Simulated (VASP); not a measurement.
# Au in VASP: a series of runs, part 2 of 2

VASP 6.6.1. The steps go on from the part before.

**4. Single point, PBE**

File INCAR:

```
SYSTEM = Au
  PREC = Accurate
  ENCUT = 520
  EDIFF = 1E-7
  ISMEAR = -1
  SIGMA = 0.025
  LREAL = .FALSE.
  LASPH = .TRUE.
  NELM = 80
  ALGO = Normal
  ISIF = 2
  LWAVE = .FALSE.
  LCHARG = .FALSE.
  LDIPOL = .TRUE.
  IDIPOL = 3
  DIPOL = 0.5 0.5 0.500
  GGA = PE
  ISYM = 0
  NBANDS = 36
```

File KPOINTS:

```
regular mesh
0
G
  14 13 1
  0 0 0
```

File POSCAR:

```
Au
1.0
    2.8654213454      0.0000000000      0.0000000000
   -1.4327106727      2.5703810381      0.0000000000
    0.0000000000      0.0000000000     24.7842657769
Au
5
Direct
    0.6639514438      0.3279028875      0.3026113449
    0.3360485562      0.6720971125      0.4013056725
    0.6639514438      0.3279028875      0.5000000000
    0.3360485562      0.6720971125      0.5986943275
    0.6639514438      0.3279028875      0.6973886551
```

Potentials or basis: VASP PAW PBE potentials, release 64 (Au).

Run with:

```sh
$ cat potpaw_PBE.64/Au/POTCAR > POTCAR
$ mpirun -np 1 vasp_std > vasp.out
```

OUTCAR:

```text
SYSTEM = Au
   PREC = Accurate
   ENCUT = 520
   EDIFF = 1E-7
   ISMEAR = -1
   LREAL = .FALSE.
   LASPH = .TRUE.
   NELM = 80
   ISIF = 2
   GGA = PE
   ISYM = 0

 ion  position               nearest neighbor table
   1  0.664  0.328  0.303-   2 2.97   2 2.97   2 2.97
   2  0.336  0.672  0.401-   3 2.97   3 2.97   1 2.97   1 2.97   3 2.97   1 2.97
   3  0.664  0.328  0.500-   2 2.97   4 2.97   2 2.97   4 2.97   2 2.97   4 2.97
   4  0.336  0.672  0.599-   3 2.97   3 2.97   5 2.97   5 2.97   3 2.97   5 2.97
   5  0.664  0.328  0.697-   4 2.97   4 2.97   4 2.97

IMPORTANT INFORMATION: All symmetrisations will be switched off!
NOSYMM: (Re-)initialisation of all symmetry stuff for point group C_1.

----------------------------------------------------------------------------------------

                                     Primitive cell

  volume of cell :     182.5417

  direct lattice vectors                    reciprocal lattice vectors
     2.865421345  0.000000000  0.000000000     0.348988815  0.194523688  0.000000000
    -1.432710673  2.570381038  0.000000000     0.000000000  0.389047377  0.000000000
     0.000000000  0.000000000 24.784265777     0.000000000  0.000000000  0.040348179

  length of vectors
     2.865421345  2.942705992 24.784265777     0.399540559  0.389047377  0.040348179

  position of ions in fractional coordinates (direct lattice)
     0.663951444  0.327902888  0.302611345
     0.336048556  0.672097112  0.401305673
     0.663951444  0.327902888  0.500000000
     0.336048556  0.672097112  0.598694327
     0.663951444  0.327902888  0.697388655

  ion indices of the primitive-cell ions
   primitive index   ion index
                 1           1
                 2           2
                 3           3
                 4           4
                 5           5

----------------------------------------------------------------------------------------

 KPOINTS: regular mesh

Automatic generation of k-mesh.
 Grid dimensions read from file:
 generate k-points for:   14   13    1

 Generating k-lattice:

  Cartesian coordinates                     Fractional coordinates (reciprocal lattice)
     0.024927773  0.013894549  0.000000000     0.071428571  0.000000000  0.000000000
     0.000000000  0.029926721  0.000000000     0.000000000  0.076923077  0.000000000
     0.000000000  0.000000000  0.040348179     0.000000000  0.000000000  1.000000000

  Length of vectors
     0.028538611  0.029926721  0.040348179

  Shift w.r.t. Gamma in fractional coordinates (k-lattice)
     0.000000000  0.000000000  0.000000000

 -----------------------------------------------------------------------------
|                                                                             |
|           W    W    AA    RRRRR   N    N  II  N    N   GGGG   !!!           |
|           W    W   A  A   R    R  NN   N  II  NN   N  G    G  !!!           |
|           W    W  A    A  R    R  N N  N  II  N N  N  G       !!!           |
|           W WW W  AAAAAA  RRRRR   N  N N  II  N  N N  G  GGG   !            |
|           WW  WW  A    A  R   R   N   NN  II  N   NN  G    G                |
|           W    W  A    A  R    R  N    N  II  N    N   GGGG   !!!           |
|                                                                             |
|     Your reciprocal lattice and k-lattice belong to different lattice       |
|     classes:                                                                |
[... 23 lines left out ...]
  0.357143  0.000000  0.000000      2.000000
[... 16 lines left out ...]
  0.000000  0.153846  0.000000      2.000000
  0.071429  0.153846  0.000000      2.000000
 [... further k-points ...]
   k-points           NKPTS =     92   k-points in BZ     NKDIM =     92   number of bands    NBANDS=     36
   number of dos      NEDOS =    301   number of ions     NIONS =      5
   total plane-waves  NPLWV = 110592
   dimension x,y,z NGX =    24 NGY =   24 NGZ =  192
   dimension x,y,z NGXF=    48 NGYF=   48 NGZF=  384
   ions per type =               5
   NGX,Y,Z   is equivalent  to a cutoff of  13.92, 13.56, 12.88 a.u.
   NGXF,Y,Z  is equivalent  to a cutoff of  27.85, 27.12, 25.76 a.u.
 SYSTEM =  Au
   PREC   = accura    normal or accurate (medium, high low for compatibility)
   ISTART =      0    job   : 0-new  1-cont  2-samecut
   ICHARG =      2    charge: 1-file 2-atom 10-const
   ISPIN  =      1    spin polarized calculation?
   LNONCOLLINEAR =      F non collinear calculations
   LSORBIT =      F    spin-orbit coupling
   LASPH  =      T    aspherical Exc in radial PAW
   ENCUT  =  520.0 eV  38.22 Ry    6.18 a.u.   5.33  5.47 46.08*2*pi/ulx,y,z
   NELM   =     80;   NELMIN=  2; NELMDL= -5     # of ELM steps
   EDIFF  = 0.1E-06   stopping-criterion for ELM
   LREAL  =      F    real-space projection
   EDIFFG = 0.1E-05   stopping-criterion for IOM
   NSW    =      0    number of steps for IOM
   IBRION =     -1    ionic relax: 0-MD 1-quasi-New 2-CG
   NFREE  =      0    steps in history (QN), initial steepest desc. (CG)
   ISIF   =      2    stress and relaxation
   ISYM   =      0    0-nonsym 1-usesym 2-fastsym
   POTIM  = 0.5000    time-step for ionic-motion
   TEBEG  =    0.0;   TEEND  =   0.0 temperature during run
   PSTRESS=    0.0 pullay stress
   NELECT =      55.0000    total number of electrons
   NUPDOWN=      -1.0000    fix difference up-down
   EMIN   =  10.00;   EMAX   =-10.00  energy-range for DOS
   EFERMI =   0.00;   METHOD = LEGACY
   ISMEAR =    -1;   SIGMA  =   0.03  broadening in eV -4-tet -1-fermi 0-gaus
   EFERMI_NEDOS =   21; number of points for ismear=-14 and -15
   IALGO  =     38    algorithm
   IMIX   =      4    mixing-type and parameters
     AMIX     =   0.40;   BMIX     =  1.00
     AMIX_MAG =   1.60;   BMIX_MAG =  1.00
  volume/ion in A,a.u.               =      36.51       246.37
  Fermi-wavevector in a.u.,A,eV,Ry     =   1.097510  2.073993 16.388593  1.204528
  Thomas-Fermi vector in A             =   2.233871
   LORBIT       =      0    0 simple, 1 ext, 2 COOP (PROOUT), +10 PAW based schemes
   GGA     = PE    functional components
[... 5 lines left out ...]
 non-spin polarized calculation
  energy-cutoff  :      520.00
  volume of cell :      182.54
 maximum number of plane-waves:      5001
 NGX is ok and might be reduce to    24

 dipolmoment           0.000000      0.000000      0.000001 electrons x Angstroem

 number of electron      54.9999999 magnetization

 dipolmoment           0.000000      0.000000     -0.000001 electrons x Angstroem

 Free energy of the ion-electron system (eV)
  ---------------------------------------------------
  ext. energy  EPLUGINS =         0.00000000
  ---------------------------------------------------
  free energy    TOTEN  =       -15.44528321 eV

  energy without entropy =      -15.44072079  energy(sigma->0) =      -15.44300200

 E-fermi :   1.5736     XC(G=0):  -6.7409

 val. band max:        1.5713557550   @ k =   0.2857   0.2308   0.0000
 cond. band min:       1.5845975676   @ k =  -0.3571   0.3077   0.0000
 fundamental gap:      0.0132418126
 Fermi energy:         1.5735667037

 k-point     1 :       0.0000    0.0000    0.0000
  band No.  band energies     occupation
      1      -7.4727      2.00000
      2      -6.6800      2.00000
      3      -5.7913      2.00000
      4      -5.2391      2.00000
      5      -5.2231      2.00000
      6      -3.0881      2.00000
[... 925 lines left out ...]
     35       9.1795      0.00000
     36       9.4415      0.00000

 [... further k-points ...]

------------------------ aborting loop because EDIFF is reached ----------------------------------------

 vacuum level on the upper side and lower side of the slab       (xc-potential included)        -0.013        -0.013

  FORCE on cell =-STRESS in cart. coord.  units (eV):
  Direction    XX          YY          ZZ          XY          YZ          ZX
  --------------------------------------------------------------------------------------
  -------------------------------------------------------------------------------------
  Total       -1.9479225     -2.9359798      0.1725451      0.1848151      0.0000007      0.0000002
  in kB      -17.0970112    -25.7692388      1.5144371      1.6221308      0.0000060      0.0000014
  external PRESSURE =     -13.7839376 kB  Pullay stress =       0.0000000 kB

 VOLUME and BASIS-vectors are now :
 -----------------------------------------------------------------------------
  energy-cutoff  :      520.00
  volume of cell :      182.54
      direct lattice vectors                 reciprocal lattice vectors
     2.865421345  0.000000000  0.000000000     0.348988815  0.194523688  0.000000000
    -1.432710673  2.570381038  0.000000000     0.000000000  0.389047377  0.000000000
     0.000000000  0.000000000 24.784265777     0.000000000  0.000000000  0.040348179

 POSITION                                       TOTAL-FORCE (eV/Angst)
 -----------------------------------------------------------------------------------
      1.43271      0.84284      7.50000        -0.001516     -0.002349     -0.066135
     -0.00000      1.72755      9.94607         0.009582      0.013568      0.085205
      1.43271      0.84284     12.39213        -0.016131     -0.022439     -0.000005
     -0.00000      1.72755     14.83820         0.009582      0.013568     -0.085216
      1.43271      0.84284     17.28427        -0.001516     -0.002349      0.066152
 -----------------------------------------------------------------------------------
    total drift:                                0.000001      0.000009     -0.000001

  FREE ENERGIE OF THE ION-ELECTRON SYSTEM (eV)
  ---------------------------------------------------
  free  energy   TOTEN  =       -15.4452832083 eV

  energy  without entropy=      -15.4407207891  energy(sigma->0) =      -15.44300200

 vacuum level on the upper side and lower side of the slab         6.776         6.776
```

Run time: 22 min. Hardware: 1 thread of Oxide Virtual Turin-like, shared host; peak memory 0.56 GiB.

Results:

```
Free energy   : -15.4453 eV
Largest force : 0.087 eV/Å
```

Forces on the atoms (eV/Å):
```
Au  -0.002 -0.002 -0.066
Au   0.010  0.014  0.085
Au  -0.016 -0.022  0.000
Au   0.010  0.014 -0.085
Au  -0.002 -0.002  0.066
```

Levels at points of the mesh, in eV from the Fermi level:
```csv
k point,band 24,band 25,band 26,band 27,band 28,band 29,band 30,band 31,band 32,band 33
"(0.00, 0.00, 0.00)",-2.48,-2.38,-2.14,-2.10,-2.08,-2.07,-0.92,0.08,4.07,5.06
"(0.50, 0.00, 0.00)",-1.43,-1.42,0.34,0.49,1.04,1.55,1.61,3.72,4.00,4.35
```

Caveat: spin-orbit coupling is left out, which moves the levels of the heavy elements.

**5. Single point, PBE**

File INCAR:

```
SYSTEM = Au
  ALGO = Normal
  EDIFF = 1E-7
  ENCUT = 520
  GGA = PE
  ISIF = 2
  ISMEAR = 0
  ISYM = 0
  LASPH = .TRUE.
  LCHARG = .FALSE.
  LREAL = .FALSE.
  LWAVE = .FALSE.
  NBANDS = 36
  NELM = 60
  PREC = Accurate
  SIGMA = 0.1
```

File KPOINTS:

```
k-points
0
G
  14 13 1
  0 0 0
```

POSCAR is that of step 4.

Run with:

```sh
$ cat potpaw_PBE.64/Au/POTCAR > POTCAR
$ mpirun -np 1 vasp_std > vasp.out
```

It took 19 min on 1 thread of Oxide Virtual Turin-like, shared host; peak memory 0.55 GiB.

It converged, with:

| Quantity | Value |
| --- | --- |
| Free energy | -15.4484 eV |
| Largest force | 0.087 eV/Å |

Forces on the atoms (eV/Å):
```
Au  -0.001 -0.002 -0.064
Au   0.008  0.013  0.085
Au  -0.014 -0.021  0.000
Au   0.008  0.013 -0.085
Au  -0.001 -0.002  0.064
```

Levels at points of the mesh, in eV from the Fermi level:
```
           k point  band 25  band 26  band 27  band 28  band 29  band 30  band 31  band 32
(0.00, 0.00, 0.00)    -2.38    -2.14    -2.10    -2.08    -2.07    -0.92     0.08     4.07
(0.50, 0.00, 0.00)    -1.43     0.34     0.49     1.04     1.54     1.61     3.72     4.00
```

Caveat: spin-orbit coupling is left out, which moves the levels of the heavy elements.

**6. The runs side by side**

```csv
smearing,dipole correction,gap on the mesh (eV),largest force (eV/Å)
gaussian 0.1 eV,yes,none,0.01
fermi-dirac 0.025 eV,yes,none,0.09
gaussian 0.1 eV,no,none,0.09
```

Some of these runs hold the atoms at other places in the same cell, which the table doesn't show; runs alike in all that it shows share one row.

Alike in all rows: task single point; level PBE; potentials or basis VASP PAW PBE potentials, release 64 (Au); no spin polarisation; cell as given; k mesh 14 × 13 × 1; cutoff (eV) 520.

Every run on the cell as given and a fine mesh finds a metal.

Caveats: spin-orbit coupling is left out, which moves the levels of the heavy elements.

Absolute energies hang on the potentials; compare differences alone.
